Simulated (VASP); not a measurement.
Set up this calculation in VASP 6.6.1, as the native input.

```yaml
Task: single point
Functional: PBEsol
Potentials_or_basis: VASP PAW PBE potentials, release 64 (Zn)
Cutoff: 520 eV
k_mesh: 17 × 17 × 17
Occupations: fermi-dirac, width 0.05 eV
Spin: no spin polarisation
Dipole_correction: no
Further_INCAR_settings: ALGO = Normal; EDIFF = 1e-07; NBANDS = 12
```

The structure of Zn lies in POSCAR:

```
Zn
1.0
    1.8893747966      0.0000000000      0.0000000000
    0.0000000000      1.8893747966      0.0000000000
    0.0000000000      0.0000000000      1.8893747966
Zn
1
Direct
    0.0000000000      0.0000000000      0.0000000000
```

This cell differs from its parent crystal: volume scaled by 0.4.

One way to write it, as run:

INCAR

```
SYSTEM = Zn
PREC = Accurate
ENCUT = 520
EDIFF = 1E-7
ISMEAR = -1
SIGMA = 0.05
LREAL = .False.
LASPH = .True.
NELM = 80
ALGO = Normal
ISIF = 2
LWAVE = .False.
LCHARG = .True.
GGA = PS
LELF = .True.
LVHAR = .True.
NBANDS = 12
```

KPOINTS

```
Automatic mesh
0
Gamma
  17 17 17
  0 0 0
```

Potentials or basis: VASP PAW PBE potentials, release 64 (Zn).

Run with:

```console
$ cat potpaw_PBE.64/Zn/POTCAR > POTCAR
$ mpirun -np 1 vasp_std > vasp.out
```

Results of the run:

* Pressure: 545.5 GPa
* Band gap on the k mesh: zero (band 6 reaches 22.59 eV, above the bottom of band 7 at 11.24 eV)

Caveat: the PAW data sets were made with another functional, which shifts forces and pressure a little.

Run time: 7.6 s on 1 thread of Intel(R) Xeon(R) Platinum 8259CL CPU @ 2.50GHz (Skylake/Cascade Lake), with other jobs on the host, peak memory 0.12 GiB.
